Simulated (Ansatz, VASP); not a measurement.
Two plane-wave programs on CoO

```
Co O
1.0
     1.63663    0.94491    5.28043
    -1.63663    0.94491    5.28043
     0.00000   -1.88982    5.28043
Co O
2 2
Cartesian
  0.0000 0.0000 15.8331
  0.0000 0.0000 7.9125
  0.0000 0.0000 5.9486
  0.0000 0.0000 13.8693
```

Alike in both runs: functional PBE; k mesh 12 × 12 × 12; occupations gaussian, width 0.02 eV; collinear spin; Hubbard terms Co d U = 3.32 eV.

Ansatz relaxed the structure, and its values are those at the end. VASP's run is a single point on that final structure, the one shown.

|  | VASP | Ansatz |
| --- | --- | --- |
| version | VASP 6.6.1 | Ansatz 0.2.0 |
| potentials or method | VASP PAW PBE potentials, release 64 (Co_sv, O), cutoff 600 eV | scalar-relativistic, plane waves, PAW |
| valence electrons in the cell | 46 | 46 |

|  | VASP | Ansatz | Ansatz less VASP |
| --- | --- | --- | --- |
| gap on the k mesh at the Fermi level (eV) | 0.88 | 1.00 | +0.119 |
| least direct gap on the mesh (eV) | 1.07 | 1.19 | +0.115 |
| pressure (GPa) | -2.6 | 0.0 | +2.69 |
| net moment per atom (μB) | 0.00 | 0.00 | 0.000 |
| size of the moment on the site where the two differ most (μB) | 2.55 | 2.40 | -0.150 |

Site moments also hang on the region over which each program counts them. The programs project onto different local orbitals, so the same U acts differently, and such runs can settle in different states. Ansatz's warnings: anti translation declined.
